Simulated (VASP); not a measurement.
# Cd3S2 (R-3m) in VASP: single point with PBE

Aim: the single point of Cd3S2 with PBE.

Program: VASP 6.6.1. These are calculated values, not measurements. Logs are shortened: lines on timing, memory, paths and dates and some standing lists are left out, and cuts for length are marked.

**1. The cell of the first run**

It takes space group R-3m (No. 166, trigonal). Conventional cell: a = 7.724 Å, b = 7.724 Å, c = 9.230 Å, α = 90.00°, β = 90.00°, γ = 120.00°. Cd (site symmetry 2/m) has 2 S at 2.23 Å within 3.0 Å. Within 3.0 Å of S (site symmetry 3m) lie 3 Cd at 2.23 Å.

The cell was built from a structure type or drawn by symmetry, and may not be a known phase.

**2. Single point, PBE**

Contents of INCAR:

```
PREC = Accurate
ENCUT = 500
EDIFF = 1E-6
ISMEAR = 0
SIGMA = 0.1
LREAL = F
LASPH = T
NELM = 120
ALGO = Normal
ISIF = 2
LWAVE = F
LCHARG = F
GGA = PE
NBANDS = 32
GGA_COMPAT = F
```

Contents of KPOINTS:

```
Automatic mesh
0
Gamma
  3 3 3
```

Contents of POSCAR:

```
Cd3S2
1.0
    3.8618625400      2.2296473700      3.0766517400
   -3.8618625400      2.2296473700      3.0766517400
    0.0000000000     -4.4592947500      3.0766517400
Cd S
3 2
Direct
    0.0000000000      0.5000000000      0.0000000000
    0.0000000000      0.0000000000      0.5000000000
    0.5000000000      0.0000000000      0.0000000000
    0.8187567600      0.8187567600      0.8187567600
    0.1812432400      0.1812432400      0.1812432400
```

Potentials or basis: VASP PAW PBE potentials, release 64 (Cd, S).

Run with:

```
$ cat potpaw_PBE.64/Cd/POTCAR potpaw_PBE.64/S/POTCAR > POTCAR
$ mpirun -np 1 vasp_std > vasp.out
```

OUTCAR:

```text
PREC = Accurate
   ENCUT = 500
   EDIFF = 1E-6
   ISMEAR = 0
   LREAL = F
   LASPH = T
   NELM = 120
   ISIF = 2
   GGA = PE

 ion  position               nearest neighbor table
   1  0.000  0.500  0.000-   4 2.23   5 2.23
   2  0.000  0.000  0.500-   4 2.23   5 2.23
   3  0.500  0.000  0.000-   4 2.23   5 2.23
   4  0.819  0.819  0.819-   2 2.23   1 2.23   3 2.23
   5  0.181  0.181  0.181-   2 2.23   1 2.23   3 2.23

  LATTYP: Found a trigonal (rhomboedric) cell.
 ALAT       =     5.4176651425
 COS(alpha) =    -0.0162470556

  Lattice vectors:

 A1 = (   3.8618625400,   2.2296473700,   3.0766517400)
 A2 = (  -3.8618625400,   2.2296473700,   3.0766517400)
 A3 = (   0.0000000000,  -4.4592947500,   3.0766517400)

Analysis of symmetry for initial positions (statically):
=====================================================================
 Subroutine PRICEL returns:
 Original cell was already a primitive cell.

 Routine SETGRP: Setting up the symmetry group for a
 trigonal (rhombohedral) supercell.

 Subroutine GETGRP returns: Found 12 space group operations
 (whereof 12 operations were pure point group operations)
 out of a pool of 12 trial point group operations.

The static configuration has the point symmetry D_3d.

Analysis of symmetry for dynamics (positions and initial velocities):
=====================================================================
 Subroutine PRICEL returns:
 Original cell was already a primitive cell.

 Routine SETGRP: Setting up the symmetry group for a
 trigonal (rhombohedral) supercell.

 Subroutine GETGRP returns: Found 12 space group operations
 (whereof 12 operations were pure point group operations)
 out of a pool of 12 trial point group operations.

The dynamic configuration has the point symmetry D_3d.

 Subroutine INISYM returns: Found 12 space group operations
 (whereof 12 operations are pure point group operations),
 and found     1 'primitive' translations

----------------------------------------------------------------------------------------

                                     Primitive cell

  volume of cell :     158.9508

  direct lattice vectors                    reciprocal lattice vectors
[... 71 lines left out ...]
   LASPH  =      T    aspherical Exc in radial PAW
   ENCUT  =  500.0 eV  36.75 Ry    6.06 a.u.   9.88  9.88  9.88*2*pi/ulx,y,z
   NELM   =    120;   NELMIN=  2; NELMDL= -5     # of ELM steps
   EDIFF  = 0.1E-05   stopping-criterion for ELM
   LREAL  =      F    real-space projection
   EDIFFG = 0.1E-04   stopping-criterion for IOM
   NSW    =      0    number of steps for IOM
   IBRION =     -1    ionic relax: 0-MD 1-quasi-New 2-CG
   NFREE  =      0    steps in history (QN), initial steepest desc. (CG)
   ISIF   =      2    stress and relaxation
   ISYM   =      2    0-nonsym 1-usesym 2-fastsym
   POTIM  = 0.5000    time-step for ionic-motion
   TEBEG  =    0.0;   TEEND  =   0.0 temperature during run
   PSTRESS=    0.0 pullay stress
   NELECT =      48.0000    total number of electrons
   NUPDOWN=      -1.0000    fix difference up-down
   EMIN   =  10.00;   EMAX   =-10.00  energy-range for DOS
   EFERMI =   0.00;   METHOD = LEGACY
   ISMEAR =     0;   SIGMA  =   0.10  broadening in eV -4-tet -1-fermi 0-gaus
   EFERMI_NEDOS =   21; number of points for ismear=-14 and -15
   IALGO  =     38    algorithm
   IMIX   =      4    mixing-type and parameters
     AMIX     =   0.40;   BMIX     =  1.00
     AMIX_MAG =   1.60;   BMIX_MAG =  1.00
  volume/ion in A,a.u.               =      31.79       214.53
  Fermi-wavevector in a.u.,A,eV,Ry     =   1.098334  2.075550 16.413216  1.206337
  Thomas-Fermi vector in A             =   2.234710
   LORBIT       =      0    0 simple, 1 ext, 2 COOP (PROOUT), +10 PAW based schemes
   GGA     = PE    functional components
   LHFCALC =     F    Hartree Fock is set to
   AEXX    =    0.0000 exact exchange contribution
   IVDW    =     0    specifies the selected vdW correction
   LEPSILON=     F    determine dielectric tensor
   LRPA    =     F    only Hartree local field effects (RPA)
 non-spin polarized calculation
 Gauss-broadening in eV      SIGMA  =   0.10
  energy-cutoff  :      500.00
  volume of cell :      158.95
 maximum number of plane-waves:      4048
   NGX = 19   NGY = 19   NGZ = 19

 number of electron      47.9999973 magnetization

 Free energy of the ion-electron system (eV)
  ---------------------------------------------------
  ext. energy  EPLUGINS =         0.00000000
  ---------------------------------------------------
  free energy    TOTEN  =        -7.84634154 eV

  energy without entropy =       -7.83078578  energy(sigma->0) =       -7.83856366

 E-fermi :   2.0270     XC(G=0):  -8.0505

 val. band max:        1.9637352971   @ k =  -0.3333   0.3333   0.3333
 cond. band min:       2.0413987981   @ k =   0.0000   0.0000   0.0000
 fundamental gap:      0.0776635010
 Fermi energy:         2.0269765738

 k-point     1 :       0.0000    0.0000    0.0000
  band No.  band energies     occupation
      1     -13.9119      2.00000
      2     -12.2773      2.00000
      3      -9.2859      2.00000
      4      -9.2859      2.00000
      5      -8.4173      2.00000
      6      -8.1181      2.00000
[... 199 lines left out ...]
     31       6.9383      0.00000
     32       7.8920      0.00000

------------------------ aborting loop because EDIFF is reached ----------------------------------------

  FORCE on cell =-STRESS in cart. coord.  units (eV):
  Direction    XX          YY          ZZ          XY          YZ          ZX
  --------------------------------------------------------------------------------------
  -------------------------------------------------------------------------------------
  Total       19.7522819     19.7522818      1.3338345      0.0000000     -0.0000000      0.0000000
  in kB      199.0972553    199.0972546     13.4446642      0.0000000     -0.0000000      0.0000000
  external PRESSURE =     137.2130580 kB  Pullay stress =       0.0000000 kB

 VOLUME and BASIS-vectors are now :
 -----------------------------------------------------------------------------
  energy-cutoff  :      500.00
  volume of cell :      158.95
      direct lattice vectors                 reciprocal lattice vectors
     3.861862540  2.229647370  3.076651740     0.129471206  0.074750236  0.108342888
    -3.861862540  2.229647370  3.076651740    -0.129471206  0.074750236  0.108342888
     0.000000000 -4.459294750  3.076651740     0.000000000 -0.149500471  0.108342887

 POSITION                                       TOTAL-FORCE (eV/Angst)
 -----------------------------------------------------------------------------------
     -1.93093      1.11482      1.53833        -0.000000      0.000000      0.000000
      0.00000     -2.22965      1.53833         0.000000      0.000000     -0.000000
      1.93093      1.11482      1.53833        -0.000000      0.000000     -0.000000
      0.00000     -0.00000      7.55709        -0.000000      0.000000     -1.024020
      0.00000     -0.00000      1.67287        -0.000000     -0.000000      1.024020
 -----------------------------------------------------------------------------------
    total drift:                               -0.000000      0.000000     -0.000000

  FREE ENERGIE OF THE ION-ELECTRON SYSTEM (eV)
  ---------------------------------------------------
  free  energy   TOTEN  =        -7.8463415412 eV

  energy  without entropy=       -7.8307857761  energy(sigma->0) =       -7.83856366
```

OSZICAR:

```text
N       E                     dE             d eps       ncg     rms          rms(c)
DAV:   1     0.334948880343E+03    0.33495E+03   -0.22343E+04   384   0.130E+03
DAV:   2     0.958030039149E+01   -0.32537E+03   -0.31174E+03   424   0.339E+02
DAV:   3    -0.925841229436E+01   -0.18839E+02   -0.18622E+02   464   0.809E+01
DAV:   4    -0.951642063992E+01   -0.25801E+00   -0.25789E+00   448   0.884E+00
DAV:   5    -0.952213411062E+01   -0.57135E-02   -0.57131E-02   472   0.127E+00    0.247E+01
DAV:   6    -0.790927355099E+01    0.16129E+01   -0.30585E+00   496   0.160E+01    0.157E+01
DAV:   7    -0.789093729464E+01    0.18336E-01   -0.15170E+00   432   0.589E+00    0.327E+00
DAV:   8    -0.784655423400E+01    0.44383E-01   -0.26288E-01   440   0.417E+00    0.133E+00
DAV:   9    -0.784594291066E+01    0.61132E-03   -0.31518E-02   440   0.138E+00    0.322E-01
DAV:  10    -0.784614363033E+01   -0.20072E-03   -0.11324E-03   456   0.234E-01    0.233E-01
DAV:  11    -0.784629445246E+01   -0.15082E-03   -0.32541E-04   424   0.136E-01    0.770E-02
DAV:  12    -0.784632153518E+01   -0.27083E-04   -0.39831E-05   440   0.397E-02    0.316E-02
DAV:  13    -0.784634249850E+01   -0.20963E-04   -0.37092E-05   408   0.206E-02    0.390E-02
DAV:  14    -0.784634154117E+01    0.95733E-06   -0.12873E-06   328   0.649E-03
   1 F= -.78463415E+01 E0= -.78385637E+01  d E =-.155558E-01
```

stdout:

```text
POSCAR found type information on POSCAR CdS
 POSCAR found :  2 types and       5 ions
 scaLAPACK will be used
 LDA part: xc-table for (Slater+PW92), standard interpolation
 POSCAR, INCAR and KPOINTS ok, starting setup
 FFT: planning ... GRIDC
 FFT: planning ... GRID_SOFT
 FFT: planning ... GRID
 WAVECAR not read
 entering main loop
```

It took 16 s on 1 thread of Intel Xeon 6975P-C (Granite Rapids), shared host; peak memory 0.24 GiB.

Results:

```
Free energy            : -7.8463 eV
Pressure               : 13.7 GPa
Largest force          : 1.024 eV/Å
Band gap on the k mesh : 0.08 eV (least direct gap 0.57 eV)
```

Forces on the atoms (eV/Å):
```
Cd   0.000  0.000  0.000
Cd   0.000  0.000  0.000
Cd   0.000  0.000  0.000
S    0.000  0.000 -1.024
S    0.000  0.000  1.024
```

Levels at points of the mesh, in eV from the valence-band top:
| k point | band 21 | band 22 | band 23 | band 24 | band 25 | band 26 | band 27 | band 28 |
| --- | --- | --- | --- | --- | --- | --- | --- | --- |
| (0.00, 0.00, 0.00) | -4.97 | -3.40 | -3.02 | -1.94 | 0.08 | 0.08 | 3.23 | 3.23 |

Caveat: the cell stands under pressure; an odd mesh through Γ misses points on the zone boundary, where band edges can lie; forces of over 1 eV/Å act on the atoms, so gaps and moduli don't describe the material at rest.
